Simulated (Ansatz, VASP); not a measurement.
TiAl: VASP beside Ansatz

The input INCAR:

```
PREC = Accurate ; ENCUT = 600
EDIFF = 1E-6 ; ISMEAR = 0
SIGMA = 0.1 ; LREAL = F
LASPH = T ; NELM = 80
ALGO = Normal ; ISIF = 3
LWAVE = F ; LCHARG = F
GGA = PE ; IBRION = 2
NSW = 90 ; EDIFFG = -0.04
```

KPOINTS

```
Automatic mesh
0
Gamma
  6 6 6
```

POSCAR

```
TiAl
1.0
    3.0179998900      0.0000000000      0.0000000000
    0.0000000000      3.0179998900      0.0000000000
    0.0000000000      0.0000000000      3.0179998900
Ti Al
1 1
Direct
    0.5000000000      0.5000000000      0.5000000000
    0.0000000000      0.0000000000      0.0000000000
```

Input for Ansatz:

```yaml
crystal:
  lattice:
    - [3.01799989, 0.0, 0.0]
    - [0.0, 3.01799989, 0.0]
    - [0.0, 0.0, 3.01799989]
  atoms:
    - { symbol: Ti, position: [0.5, 0.5, 0.5] }
    - { symbol: Al, position: [0.0, 0.0, 0.0] }
basis:
  ecutwfc: 420
kpoints:
  mp_grid: { grid: [6, 6, 6] }
hamiltonian:
  xc: pbe
scf:
  occupations: { method: gaussian, width: 0.1 }
  lower_state_search: "off"
output:
  forces: true
  stress: true
  eigenvalues: true
relax:
  adjacent_minimum: "off"
  f_tol: 0.04
  max_steps: 70
  cell: { stress_tol: 0.4 }
```

Alike in both runs: task relaxation of cell and atoms; functional PBE; k mesh 6 × 6 × 6; occupations gaussian, width 0.1 eV; no spin polarisation.

```csv
,VASP,Ansatz
version,VASP 6.6.1,Ansatz 0.2.0
potentials or method,"VASP PAW PBE potentials, release 64 (Ti_sv, Al), cutoff 600 eV","scalar-relativistic, plane waves, PAW"
valence electrons in the cell,15,15
```

VASP gave:

| Property | Result |
| --- | --- |
| gap on the k mesh at the Fermi level, each at its own relaxed structure (eV) | none |
| relaxed volume (Å³/atom) | 16.17 |
| relaxed length of the cell vector where the two differ most in proportion (Å) | 3.186 |

Problem. What did Ansatz give for the same quantities?

Solution. gap on the k mesh at the Fermi level, each at its own relaxed structure (eV): none; relaxed volume (Å³/atom): 16.14; relaxed length of the cell vector where the two differ most in proportion (Å): 3.184.

A gap of «none» marks a metal or a gap that the smearing closes.

Noted on VASP's run: the volume moved by over 15 % at a fixed basis, so the end points are rough.
